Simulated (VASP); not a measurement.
# C (P6_3mc) in VASP: relaxation of cell and atoms with PBEsol

Aim: the relaxation of cell and atoms of C with PBEsol.

Everything below comes from runs of VASP 6.6.1. Logs are shortened: lines on timing, memory, paths and dates and some standing lists are left out, and cuts for length are marked.

## 1. The cell of the first run

It takes space group P6_3mc (No. 186, hexagonal). Conventional cell: a = 2.470 Å, b = 2.470 Å, c = 6.790 Å, α = 90.00°, β = 90.00°, γ = 120.00°. C (site symmetry 3m) has 3 C at 1.43 Å within 1.9 Å. Within 1.9 Å of C (site symmetry 3m) lie 3 C at 1.43 Å.

## 2. Relaxation of cell and atoms, PBEsol

The input, INCAR:

```
SYSTEM = C
PREC = Accurate
ENCUT = 910
EDIFF = 1E-7
ISMEAR = -1
SIGMA = 0.1
LREAL = .False.
LASPH = .True.
NELM = 120
ALGO = Normal
ISIF = 3
LWAVE = .False.
LCHARG = .False.
GGA = PS
IBRION = 2
NSW = 100
EDIFFG = -0.002
GGA_COMPAT = .False.
NELMIN = 4
```

The input, KPOINTS:

```
Automatic mesh
0
Gamma
  14 14 6
  0 0 0
```

The input, POSCAR:

```
C
1.0
    2.4700000000      0.0000000000      0.0000000000
   -1.2350000000      2.1390827473      0.0000000000
    0.0000000000      0.0000000000      6.7900000000
C
4
Direct
    0.0000000000      0.0000000000      0.0000000000
    0.0000000000      0.0000000000      0.5000000000
    0.3333333333      0.6666666667      0.0050000000
    0.6666666667      0.3333333333      0.5050000000
```

Potentials or basis: VASP PAW PBE potentials, release 64 (C_h).

Run with:

```sh
cat potpaw_PBE.64/C_h/POTCAR > POTCAR
mpirun -np 1 vasp_std > vasp.out
```

OUTCAR:

```text
SYSTEM = C
   PREC = Accurate
   ENCUT = 910
   EDIFF = 1E-7
   ISMEAR = -1
   LREAL = .False.
   LASPH = .True.
   NELM = 120
   ISIF = 3
   GGA = PS
   IBRION = 2
   NSW = 100
   EDIFFG = -0.002
   NELMIN = 4

 ion  position               nearest neighbor table
   1  0.000  0.000  0.000-   3 1.43   3 1.43   3 1.43
   2  0.000  0.000  0.500-   4 1.43   4 1.43   4 1.43
   3  0.333  0.667  0.005-   1 1.43   1 1.43   1 1.43
   4  0.667  0.333  0.505-   2 1.43   2 1.43   2 1.43

  LATTYP: Found a hexagonal cell.
 ALAT       =     2.4700000000
 C/A-ratio  =     2.7489878543

  Lattice vectors:

 A1 = (   2.4700000000,   0.0000000000,   0.0000000000)
 A2 = (  -1.2350000000,   2.1390827473,   0.0000000000)
 A3 = (   0.0000000000,   0.0000000000,   6.7900000000)

Analysis of symmetry for initial positions (statically):
=====================================================================
 Subroutine PRICEL returns:
 Original cell was already a primitive cell.

 Routine SETGRP: Setting up the symmetry group for a
 hexagonal supercell.

 Subroutine GETGRP returns: Found 12 space group operations
 (whereof  6 operations were pure point group operations)
 out of a pool of 24 trial point group operations.

The static configuration has the point symmetry C_3v.
 The point group associated with its full space group is C_6v.

Analysis of symmetry for dynamics (positions and initial velocities):
=====================================================================
 Subroutine PRICEL returns:
 Original cell was already a primitive cell.

 Routine SETGRP: Setting up the symmetry group for a
 hexagonal supercell.

 Subroutine GETGRP returns: Found 12 space group operations
 (whereof  6 operations were pure point group operations)
 out of a pool of 24 trial point group operations.

The dynamic configuration has the point symmetry C_3v.
 The point group associated with its full space group is C_6v.

 Subroutine INISYM returns: Found 12 space group operations
 (whereof  6 operations are pure point group operations),
 and found     1 'primitive' translations

----------------------------------------------------------------------------------------

                                     Primitive cell

  volume of cell :      35.8752

  direct lattice vectors                    reciprocal lattice vectors
     2.470000000  0.000000000  0.000000000     0.404858300  0.233745048  0.000000000
[... 123 lines left out ...]
  energy-cutoff  :      910.00
  volume of cell :       35.88
 maximum number of plane-waves:      2270
   NGX = 13   NGY = 13   NGZ = 33

--------------------------------------- Ionic step        1  -------------------------------------------

 number of electron      16.0000001 magnetization

 Free energy of the ion-electron system (eV)
  ---------------------------------------------------
  ext. energy  EPLUGINS =         0.00000000
  ---------------------------------------------------
  free energy    TOTEN  =       -38.61263715 eV

  energy without entropy =      -38.61207110  energy(sigma->0) =      -38.61235412

------------------------ aborting loop because EDIFF is reached ----------------------------------------

  FORCE on cell =-STRESS in cart. coord.  units (eV):
  Direction    XX          YY          ZZ          XY          YZ          ZX
  --------------------------------------------------------------------------------------
  -------------------------------------------------------------------------------------
  Total       -1.2524782     -1.2524782      0.1384797     -0.0000000      0.0000000      0.0000000
  in kB      -55.9353588    -55.9353588      6.1844702     -0.0000000      0.0000000      0.0000000
  external PRESSURE =     -35.2287492 kB  Pullay stress =       0.0000000 kB
[... 95 lines left out ...]
  FREE ENERGIE OF THE ION-ELECTRON SYSTEM (eV)
  ---------------------------------------------------
  free  energy   TOTEN  =       -38.6350032695 eV

  energy  without entropy=      -38.6344871348  energy(sigma->0) =      -38.63474520

[... ionic steps 4 to 30 ...]

--------------------------------------- Ionic step       31  -------------------------------------------

 number of electron      16.0000001 magnetization

------------------------ aborting loop because EDIFF is reached ----------------------------------------
[... 71 lines left out ...]
--------------------------------------- Ionic step       33  -------------------------------------------

 number of electron      16.0000001 magnetization

 Free energy of the ion-electron system (eV)
  ---------------------------------------------------
  ext. energy  EPLUGINS =         0.00000000
  ---------------------------------------------------
  free energy    TOTEN  =       -38.64035911 eV

  energy without entropy =      -38.63986117  energy(sigma->0) =      -38.64011014

 E-fermi :   5.0578     XC(G=0): -10.3484

 val. band max:        4.5891516013   @ k =   0.3571   0.2857   0.0000
 cond. band min:       5.5663778191   @ k =   0.3571   0.2857   0.0000
 fundamental gap:      0.9772262178
 Fermi energy:         5.0577739486

 k-point     1 :       0.0000    0.0000    0.0000
  band No.  band energies     occupation
      1     -14.6104      2.00000
      2     -14.3902      2.00000
      3      -3.4249      2.00000
      4      -1.8101      2.00000
      5       2.0410      2.00000
      6       2.0410      2.00000
      7       2.0527      2.00000
      8       2.0527      2.00000
      9       8.7457      0.00000
     10      13.3767      0.00000
     11      13.3767      0.00000
     12      13.4128      0.00000
[... 331 lines left out ...]
 k-point    24 :       0.3571    0.2857    0.0000
  band No.  band energies     occupation
      1      -7.9895      2.00000
      2      -7.9191      2.00000
      3      -7.3020      2.00000
      4      -7.2959      2.00000
      5      -5.3246      2.00000
      6      -5.2672      2.00000
      7       4.0789      1.99989
      8       4.5892      1.98173
      9       5.5664      0.01229
     10       5.8718      0.00058
     11      15.9070      0.00000
     12      15.9496      0.00000

 [... further k-points ...]

------------------------ aborting loop because EDIFF is reached ----------------------------------------

  FORCE on cell =-STRESS in cart. coord.  units (eV):
  Direction    XX          YY          ZZ          XY          YZ          ZX
  --------------------------------------------------------------------------------------
  -------------------------------------------------------------------------------------
  Total       -0.0006179     -0.0006179      0.0015086      0.0000000      0.0000000      0.0000000
  in kB       -0.0270048     -0.0270048      0.0659322      0.0000000      0.0000000      0.0000000
  external PRESSURE =       0.0039742 kB  Pullay stress =       0.0000000 kB
[... 19 lines left out ...]
  FREE ENERGIE OF THE ION-ELECTRON SYSTEM (eV)
  ---------------------------------------------------
  free  energy   TOTEN  =       -38.6403591091 eV

  energy  without entropy=      -38.6398611717  energy(sigma->0) =      -38.64011014

 reached required accuracy - stopping structural energy minimisation
```

CONTCAR:

```text
C
   1.00000000000000
     2.4588662792423097   -0.0000000000000000   -0.0000000000000000
    -1.2294331396211549    2.1294406622858491    0.0000000000000000
     0.0000000000000000   -0.0000000000000000    7.0012807380671411
  C
     4
Direct
     0.0000000000000000    0.0000000000000000    0.0024946988501050
     0.0000000000000000    0.0000000000000000    0.5024946988501051
     0.3333333332999970    0.6666666667000030    0.0025053011498975
     0.6666666667000030    0.3333333332999970    0.5025053011498974

  0.00000000E+00  0.00000000E+00  0.00000000E+00
  0.00000000E+00  0.00000000E+00  0.00000000E+00
  0.00000000E+00  0.00000000E+00  0.00000000E+00
  0.00000000E+00  0.00000000E+00  0.00000000E+00
```

Run time: 6.9 min. Hardware: 1 thread of Intel Xeon 6975P-C (Granite Rapids), shared host; peak memory 0.23 GiB.

What came out:

```
Free energy                           : -38.6404 eV
Relaxed volume                        : 9.16 Å³/atom
Relaxed cell                          : a = 2.459 Å, b = 2.459 Å, c = 7.001 Å, α = 90.00°, β = 90.00°, γ = 120.00°
Space group after relaxing (to 0.1 Å) : P6_3/mmc (No. 194)
Energy gained by relaxing             : 6.9 meV/atom
Ionic steps                           : 33
Pressure after relaxing               : 0.0 GPa
```

The path:
```
step  energy change (eV)  largest force (eV/Å)  pressure (GPa)  volume (Å³)
   1              0.0000                0.5712           -3.52        35.88
   2              0.0145                0.3533            9.57        34.86
   3             -0.0224                0.1634            2.03        35.43
   4             -0.0219                0.1817           -1.76        35.82
   5             -0.0254                0.0036            0.18        35.62
   6             -0.0256                0.0087            0.24        35.67
   7             -0.0263                0.0244            0.40        35.83
   8             -0.0269                0.0560            0.72        36.14
   9             -0.0271                0.0515            0.58        36.18
  10             -0.0274                0.0381            0.19        36.30
  11             -0.0275                0.0110           -0.60        36.55
  12             -0.0275                0.0203           -0.33        36.46
  13             -0.0276                0.0085           -0.26        36.50
  14             -0.0277                0.0220           -0.08        36.58
  15             -0.0277                0.0154            0.01        36.59
  16             -0.0277                0.0113            0.09        36.59
  17             -0.0277                0.0102            0.12        36.59
  18             -0.0277                0.0027            0.05        36.60
  19             -0.0277                0.0017            0.01        36.61
  20             -0.0277                0.0014            0.01        36.61
  21             -0.0277                0.0012            0.01        36.61
  22             -0.0277                0.0005            0.00        36.62
  23             -0.0277                0.0008           -0.03        36.63
  24             -0.0277                0.0035           -0.07        36.66
  25             -0.0277                0.0027           -0.06        36.65
  26             -0.0277                0.0028           -0.06        36.65
  27             -0.0277                0.0028           -0.05        36.65
  28             -0.0277                0.0030           -0.04        36.65
  29             -0.0277                0.0033           -0.02        36.66
  30             -0.0277                0.0032           -0.02        36.66
  31             -0.0277                0.0033           -0.02        36.66
  32             -0.0277                0.0028           -0.01        36.66
  33             -0.0277                0.0012            0.00        36.66
```

Final structure:
```
C
1.0
     2.45887    0.00000    0.00000
    -1.22943    2.12944    0.00000
     0.00000    0.00000    7.00128
C
4
Direct
  0.00000 0.00000 0.00249
  0.00000 0.00000 0.50249
  0.33333 0.66667 0.00251
  0.66667 0.33333 0.50251
```

Caveat: the cutoff is under 1.25 times the usual one of these potentials, so pressure, stress and relaxed cells hold a basis-set (Pulay) error; this functional lacks dispersion, which binds the layers, so the pressure and a relaxed spacing across them are unreliable; the PAW data sets were made with another functional, which shifts forces and pressure a little.
